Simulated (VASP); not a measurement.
# KTaO3 (P4/mmm) in VASP: further runs

Runs on KTaO3. Level: PBEsol. Tasks: single point.

Program: VASP 6.6.1. These are calculated values, not measurements. Logs are shortened: lines on timing, memory, paths and dates and some standing lists are left out, and cuts for length are marked.

### Step 1. The cell of the first run

Symmetry: P4/mmm, No. 123, tetragonal system. The conventional cell has a = 4.075 Å, b = 4.075 Å, c = 3.914 Å, α = 90.00°, β = 90.00°, γ = 90.00°. K (site symmetry 4/mmm) has 12 O at 2.83 to 2.88 Å and 8 Ta at 3.48 Å within 3.7 Å. Ta (site symmetry 4/mmm) has 6 O at 1.96 to 2.04 Å within 2.6 Å. Within 2.7 Å of O (site symmetry mmm) lie 2 Ta at 2.04 Å. Within 2.6 Å of O (site symmetry 4/mmm) lie 2 Ta at 1.96 Å.

### Step 2. Single point, PBEsol (volume 12.998 Å^3 an atom, c/a of the conventional cell 0.9606)

INCAR

```
ALGO     = Normal         # electronic algorithm
EDIFF    = 1E-7           # SCF threshold, eV
ENCUT    = 520            # plane-wave cutoff, eV
GGA      = PS             # functional
ISIF     = 2              # what is computed and relaxed
ISMEAR   = 0              # smearing method
LASPH    = True           # aspherical terms in the spheres
LCHARG   = False          # write CHGCAR
LREAL    = False          # projectors in reciprocal space
LWAVE    = False          # write WAVECAR
NBANDS   = 27             # bands
NELM     = 80             # most SCF steps
PREC     = Accurate       # precision mode
SIGMA    = 0.05           # smearing width, eV
```

KPOINTS

```
k-points
0
Gamma
  8 8 8
```

POSCAR

```
KTaO3
1.0
    4.0747532819      0.0000000000      0.0000000000
    0.0000000000      4.0747532819      0.0000000000
    0.0000000000      0.0000000000      3.9142080026
K Ta O
1 1 3
Direct
    0.5000000000      0.5000000000      0.5000000000
    0.0000000000      0.0000000000      0.0000000000
    0.5000000000      0.0000000000      0.0000000000
    0.0000000000      0.5000000000      0.0000000000
    0.0000000000      0.0000000000      0.5000000000
```

Potentials or basis: VASP PAW PBE potentials, release 64 (K_sv, Ta_pv, O).

The run is started by

```
cat potpaw_PBE.64/K_sv/POTCAR potpaw_PBE.64/Ta_pv/POTCAR potpaw_PBE.64/O/POTCAR > POTCAR
mpirun -np 1 vasp_std > vasp.out
```

OUTCAR:

```text
EDIFF = 1E-7
   ENCUT = 520
   GGA = PS
   ISIF = 2
   ISMEAR = 0
   LASPH = True
   LREAL = False
   NELM = 80
   PREC = Accurate

 ion  position               nearest neighbor table
   1  0.500  0.500  0.500-   3 2.83   4 2.83   3 2.83   4 2.83   3 2.83   3 2.83   4 2.83   4 2.83
                             5 2.88   5 2.88   5 2.88   5 2.88   2 3.48   2 3.48   2 3.48   2 3.48
   2  0.000  0.000  0.000-   5 1.96   5 1.96   3 2.04   4 2.04   4 2.04   3 2.04   1 3.48   1 3.48
                             1 3.48   1 3.48   1 3.48   1 3.48   1 3.48   1 3.48
   3  0.500  0.000  0.000-   2 2.04   2 2.04   1 2.83   1 2.83   1 2.83   1 2.83
   4  0.000  0.500  0.000-   2 2.04   2 2.04   1 2.83   1 2.83   1 2.83   1 2.83
   5  0.000  0.000  0.500-   2 1.96   2 1.96   1 2.88   1 2.88   1 2.88   1 2.88

  LATTYP: Found a simple tetragonal cell.
 ALAT       =     4.0747532819
 C/A-ratio  =     0.9606000000

  Lattice vectors:

 A1 = (   4.0747532819,   0.0000000000,   0.0000000000)
 A2 = (   0.0000000000,   4.0747532819,   0.0000000000)
 A3 = (   0.0000000000,   0.0000000000,   3.9142080026)

Analysis of symmetry for initial positions (statically):
=====================================================================
 Subroutine PRICEL returns:
 Original cell was already a primitive cell.

 Routine SETGRP: Setting up the symmetry group for a
 simple tetragonal supercell.

 Subroutine GETGRP returns: Found 16 space group operations
 (whereof 16 operations were pure point group operations)
 out of a pool of 16 trial point group operations.

The static configuration has the point symmetry D_4h.

Analysis of symmetry for dynamics (positions and initial velocities):
=====================================================================
 Subroutine PRICEL returns:
 Original cell was already a primitive cell.

 Routine SETGRP: Setting up the symmetry group for a
 simple tetragonal supercell.

 Subroutine GETGRP returns: Found 16 space group operations
 (whereof 16 operations were pure point group operations)
 out of a pool of 16 trial point group operations.

The dynamic configuration has the point symmetry D_4h.

 Subroutine INISYM returns: Found 16 space group operations
 (whereof 16 operations are pure point group operations),
 and found     1 'primitive' translations

----------------------------------------------------------------------------------------

                                     Primitive cell

  volume of cell :      64.9900

  direct lattice vectors                    reciprocal lattice vectors
     4.074753282  0.000000000  0.000000000     0.245413631  0.000000000  0.000000000
     0.000000000  4.074753282  0.000000000     0.000000000  0.245413631  0.000000000
     0.000000000  0.000000000  3.914208003     0.000000000  0.000000000  0.255479525

  length of vectors
     4.074753282  4.074753282  3.914208003     0.245413631  0.245413631  0.255479525

  position of ions in fractional coordinates (direct lattice)
     0.500000000  0.500000000  0.500000000
     0.000000000  0.000000000  0.000000000
     0.500000000  0.000000000  0.000000000
     0.000000000  0.500000000  0.000000000
     0.000000000  0.000000000  0.500000000

  ion indices of the primitive-cell ions
   primitive index   ion index
                 1           1
                 2           2
                 3           3
                 4           4
                 5           5

----------------------------------------------------------------------------------------

 KPOINTS: k-points

Automatic generation of k-mesh.
 Grid dimensions read from file:
 generate k-points for:    8    8    8

 Generating k-lattice:

  Cartesian coordinates                     Fractional coordinates (reciprocal lattice)
     0.030676704  0.000000000  0.000000000     0.125000000  0.000000000  0.000000000
     0.000000000  0.030676704  0.000000000     0.000000000  0.125000000  0.000000000
     0.000000000  0.000000000  0.031934941     0.000000000  0.000000000  0.125000000

  Length of vectors
     0.030676704  0.030676704  0.031934941

  Shift w.r.t. Gamma in fractional coordinates (k-lattice)
     0.000000000  0.000000000  0.000000000

 Subroutine IBZKPT returns following result:
 ===========================================

 Found     75 irreducible k-points:

 Following reciprocal coordinates:
            Coordinates               Weight
  0.000000  0.000000  0.000000      1.000000
  0.125000  0.000000  0.000000      4.000000
  0.250000  0.000000  0.000000      4.000000
  0.375000  0.000000  0.000000      4.000000
  0.500000  0.000000  0.000000      2.000000
  0.125000  0.125000  0.000000      4.000000
[... 16 lines left out ...]
  0.375000  0.125000  0.125000     16.000000
  0.500000  0.125000  0.125000      8.000000
 [... further k-points ...]
   k-points           NKPTS =     75   k-points in BZ     NKDIM =     75   number of bands    NBANDS=     27
   number of dos      NEDOS =    301   number of ions     NIONS =      5
   total plane-waves  NPLWV =  27000
   dimension x,y,z NGX =    30 NGY =   30 NGZ =   30
   dimension x,y,z NGXF=    60 NGYF=   60 NGZF=   60
   ions per type =               1   1   3
   NGX,Y,Z   is equivalent  to a cutoff of  12.24, 12.24, 12.74 a.u.
   NGXF,Y,Z  is equivalent  to a cutoff of  24.48, 24.48, 25.48 a.u.
 SYSTEM =  unknown system
   PREC   = accura    normal or accurate (medium, high low for compatibility)
   ISTART =      0    job   : 0-new  1-cont  2-samecut
   ICHARG =      2    charge: 1-file 2-atom 10-const
   ISPIN  =      1    spin polarized calculation?
   LNONCOLLINEAR =      F non collinear calculations
   LSORBIT =      F    spin-orbit coupling
   LASPH  =      T    aspherical Exc in radial PAW
   ENCUT  =  520.0 eV  38.22 Ry    6.18 a.u.   7.58  7.58  7.28*2*pi/ulx,y,z
   NELM   =     80;   NELMIN=  2; NELMDL= -5     # of ELM steps
   EDIFF  = 0.1E-06   stopping-criterion for ELM
   LREAL  =      F    real-space projection
   EDIFFG = 0.1E-05   stopping-criterion for IOM
   NSW    =      0    number of steps for IOM
   IBRION =     -1    ionic relax: 0-MD 1-quasi-New 2-CG
   NFREE  =      0    steps in history (QN), initial steepest desc. (CG)
   ISIF   =      2    stress and relaxation
   ISYM   =      2    0-nonsym 1-usesym 2-fastsym
   POTIM  = 0.5000    time-step for ionic-motion
   TEBEG  =    0.0;   TEEND  =   0.0 temperature during run
   PSTRESS=    0.0 pullay stress
   NELECT =      38.0000    total number of electrons
   NUPDOWN=      -1.0000    fix difference up-down
   EMIN   =  10.00;   EMAX   =-10.00  energy-range for DOS
   EFERMI =   0.00;   METHOD = LEGACY
   ISMEAR =     0;   SIGMA  =   0.05  broadening in eV -4-tet -1-fermi 0-gaus
   EFERMI_NEDOS =   21; number of points for ismear=-14 and -15
   IALGO  =     38    algorithm
   IMIX   =      4    mixing-type and parameters
     AMIX     =   0.40;   BMIX     =  1.00
     AMIX_MAG =   1.60;   BMIX_MAG =  1.00
  volume/ion in A,a.u.               =      13.00        87.71
  Fermi-wavevector in a.u.,A,eV,Ry     =   1.368949  2.586938 25.497599  1.874021
  Thomas-Fermi vector in A             =   2.494868
   LORBIT       =      0    0 simple, 1 ext, 2 COOP (PROOUT), +10 PAW based schemes
   GGA     = PS    functional components
   LHFCALC =     F    Hartree Fock is set to
   AEXX    =    0.0000 exact exchange contribution
   IVDW    =     0    specifies the selected vdW correction
   LEPSILON=     F    determine dielectric tensor
   LRPA    =     F    only Hartree local field effects (RPA)
 non-spin polarized calculation
 Gauss-broadening in eV      SIGMA  =   0.05
  energy-cutoff  :      520.00
  volume of cell :       64.99
 maximum number of plane-waves:      1776
   NGX = 15   NGY = 15   NGZ = 15

 number of electron      37.9999998 magnetization

 Free energy of the ion-electron system (eV)
  ---------------------------------------------------
  ext. energy  EPLUGINS =         0.00000000
  ---------------------------------------------------
  free energy    TOTEN  =       -42.82455366 eV

  energy without entropy =      -42.82455366  energy(sigma->0) =      -42.82455366

 E-fermi :   1.7374     XC(G=0): -11.0118

 val. band max:        1.5334634466   @ k =   0.5000   0.5000   0.5000
 cond. band min:       3.4944110365   @ k =   0.0000   0.0000   0.0000
 fundamental gap:      1.9609475899
 Fermi energy:         1.7374102560

 k-point     1 :       0.0000    0.0000    0.0000
  band No.  band energies     occupation
      1     -32.7202      2.00000
      2     -32.6524      2.00000
      3     -32.6524      2.00000
      4     -25.6327      2.00000
      5     -16.0372      2.00000
      6     -15.2515      2.00000
[... 19 lines left out ...]
     26       9.3194      0.00000
     27       9.5312      0.00000

 k-point     2 :       0.1250    0.0000    0.0000
  band No.  band energies     occupation
      1     -32.7198      2.00000
      2     -32.6624      2.00000
      3     -32.6520      2.00000
      4     -25.6293      2.00000
      5     -16.0230      2.00000
      6     -15.2108      2.00000
[... 19 lines left out ...]
     26       9.5086      0.00000
     27       9.7328      0.00000

 k-point     3 :       0.2500    0.0000    0.0000
  band No.  band energies     occupation
      1     -32.7189      2.00000
      2     -32.6864      2.00000
      3     -32.6511      2.00000
      4     -25.6209      2.00000
      5     -16.0064      2.00000
      6     -15.1665      2.00000
[... 19 lines left out ...]
     26      10.0045      0.00000
     27      10.3776      0.00000

 k-point     4 :       0.3750    0.0000    0.0000
  band No.  band energies     occupation
      1     -32.7180      2.00000
      2     -32.7102      2.00000
      3     -32.6502      2.00000
      4     -25.6126      2.00000
      5     -16.0057      2.00000
      6     -15.1552      2.00000
[... 19 lines left out ...]
     26      10.5217      0.00000
     27      11.5083      0.00000

 k-point     5 :       0.5000    0.0000    0.0000
  band No.  band energies     occupation
      1     -32.7200      2.00000
      2     -32.7177      2.00000
      3     -32.6498      2.00000
      4     -25.6091      2.00000
      5     -16.0085      2.00000
      6     -15.1538      2.00000
[... 19 lines left out ...]
     26      10.7397      0.00000
     27      11.9530      0.00000

 k-point     6 :       0.1250    0.1250    0.0000
  band No.  band energies     occupation
      1     -32.7195      2.00000
      2     -32.6621      2.00000
      3     -32.6618      2.00000
      4     -25.6261      2.00000
      5     -16.0056      2.00000
      6     -15.1484      2.00000
[... 444 lines left out ...]
      1     -32.7364      2.00000
      2     -32.6614      2.00000
      3     -32.6611      2.00000
      4     -25.6220      2.00000
      5     -15.8578      2.00000
      6     -15.1381      2.00000
[... 19 lines left out ...]
     26       9.9348      0.00000
     27      10.1154      0.00000

 k-point    22 :       0.2500    0.1250    0.1250
  band No.  band energies     occupation
      1     -32.7354      2.00000
      2     -32.6852      2.00000
      3     -32.6603      2.00000
      4     -25.6148      2.00000
      5     -15.8232      2.00000
      6     -15.0625      2.00000
[... 19 lines left out ...]
     26      10.3693      0.00000
     27      10.6777      0.00000

 k-point    23 :       0.3750    0.1250    0.1250
  band No.  band energies     occupation
      1     -32.7345      2.00000
      2     -32.7090      2.00000
      3     -32.6594      2.00000
      4     -25.6077      2.00000
      5     -15.8109      2.00000
      6     -15.0415      2.00000
[... 19 lines left out ...]
     26      10.8424      0.00000
     27      11.6673      0.00000

 k-point    24 :       0.5000    0.1250    0.1250
  band No.  band energies     occupation
      1     -32.7341      2.00000
      2     -32.7187      2.00000
      3     -32.6590      2.00000
      4     -25.6047      2.00000
      5     -15.8098      2.00000
      6     -15.0378      2.00000
[... 19 lines left out ...]
     26      11.0528      0.00000
     27      12.1250      0.00000

 [... further k-points ...]
[... 5 lines left out ...]
  --------------------------------------------------------------------------------------
  -------------------------------------------------------------------------------------
  Total       -3.5201334     -3.5201334      2.4338500      0.0000000     -0.0000000      0.0000000
  in kB      -86.7807025    -86.7807025     60.0009115      0.0000000     -0.0000000      0.0000000
  external PRESSURE =     -37.8534978 kB  Pullay stress =       0.0000000 kB

 VOLUME and BASIS-vectors are now :
 -----------------------------------------------------------------------------
  energy-cutoff  :      520.00
  volume of cell :       64.99
      direct lattice vectors                 reciprocal lattice vectors
     4.074753282  0.000000000  0.000000000     0.245413631  0.000000000  0.000000000
     0.000000000  4.074753282  0.000000000     0.000000000  0.245413631  0.000000000
     0.000000000  0.000000000  3.914208003     0.000000000  0.000000000  0.255479525

 POSITION                                       TOTAL-FORCE (eV/Angst)
 -----------------------------------------------------------------------------------
      2.03738      2.03738      1.95710         0.000000      0.000000      0.000000
      0.00000      0.00000      0.00000         0.000000      0.000000      0.000000
      2.03738      0.00000      0.00000         0.000000      0.000000      0.000000
      0.00000      2.03738      0.00000         0.000000      0.000000      0.000000
      0.00000      0.00000      1.95710         0.000000      0.000000      0.000000
 -----------------------------------------------------------------------------------
    total drift:                                0.000000     -0.000000      0.000000

  FREE ENERGIE OF THE ION-ELECTRON SYSTEM (eV)
  ---------------------------------------------------
  free  energy   TOTEN  =       -42.8245536631 eV

  energy  without entropy=      -42.8245536631  energy(sigma->0) =      -42.82455366
```

It took 2 min on 1 thread of Intel Xeon 6975P-C, shared host; peak memory 0.26 GiB.

What came out:

```
Free energy            : -42.8246 eV
Pressure               : -3.8 GPa
Band gap on the k mesh : 1.96 eV, indirect (least direct gap 2.59 eV)
```

Stress tensor (GPa, compression positive):
```
-8.68  0.00  0.00
 0.00 -8.68  0.00
 0.00  0.00  6.00
```

Caveat: the PAW data sets were made with another functional, which shifts forces and pressure a little; spin-orbit coupling is left out, which moves the levels of the heavy elements.

### Step 3. Single point, PBEsol (volume 12.998 Å^3 an atom, c/a of the conventional cell 1.0410)

INCAR

```
SYSTEM = KTaO3
ALGO = Normal ; EDIFF = 1E-6
ENCUT = 520 ; GGA = PS
ISIF = 2 ; ISMEAR = 0
LASPH = .TRUE. ; LCHARG = .TRUE.
LELF = .TRUE. ; LREAL = .FALSE.
LVHAR = .TRUE. ; LWAVE = .FALSE.
NBANDS = 27 ; NELM = 60
PREC = Accurate ; SIGMA = 0.05
```

KPOINTS

```
k-points
0
G
  8 8 8
  0 0 0
```

POSCAR: that of step 2 with these lines changed.

```diff
@@ -2,5 +2,5 @@
 1.0
-    4.0747532819      0.0000000000      0.0000000000
-    0.0000000000      4.0747532819      0.0000000000
-    0.0000000000      0.0000000000      3.9142080026
+    3.9670280305      0.0000000000      0.0000000000
+    0.0000000000      3.9670280305      0.0000000000
+    0.0000000000      0.0000000000      4.1296761797
 K Ta O
```

Potentials or basis: VASP PAW PBE potentials, release 64 (K_sv, Ta_pv, O).

The run is started by

```
cat potpaw_PBE.64/K_sv/POTCAR potpaw_PBE.64/Ta_pv/POTCAR potpaw_PBE.64/O/POTCAR > POTCAR
mpirun -np 1 vasp_std > vasp.out
```

It took 2 min on 1 thread of Intel Xeon 6975P-C, shared host; peak memory 0.26 GiB.

It converged, with:

| Quantity | Value |
| --- | --- |
| Free energy | -42.8305 eV |
| Pressure | -3.8 GPa |
| Band gap on the k mesh | 1.99 eV, indirect (least direct gap 2.59 eV) |

Stress tensor (GPa, compression positive):
```
  0.54   0.00   0.00
  0.00   0.54   0.00
  0.00   0.00 -12.51
```

Levels at points of the mesh, in eV from the valence-band top:
```
           k point  band 15  band 16  band 17  band 18  band 19  band 20  band 21  band 22  band 23  band 24
(0.00, 0.00, 0.00)    -1.01    -1.01    -0.68    -0.60    -0.60     1.99     1.99     2.04     5.80     6.56
(0.50, 0.00, 0.00)    -2.22    -2.14    -1.44    -0.89    -0.79     2.16     4.97     4.97     6.19     8.10
(0.50, 0.50, 0.00)    -3.05    -1.69    -1.18    -1.18    -0.09     5.01     5.01     6.34     6.66    10.12
(0.00, 0.00, 0.50)    -2.14    -2.14    -1.59    -0.93    -0.93     2.16     4.48     4.48     6.81     8.27
(0.50, 0.00, 0.50)    -2.44    -1.74    -1.60    -1.58    -0.06     4.52     5.00     5.99     7.63     9.75
(0.50, 0.50, 0.50)    -3.78    -3.78    -0.06     0.00     0.00     6.12     6.12     6.45     8.61     8.61
```

Caveat: the PAW data sets were made with another functional, which shifts forces and pressure a little; spin-orbit coupling is left out, which moves the levels of the heavy elements.
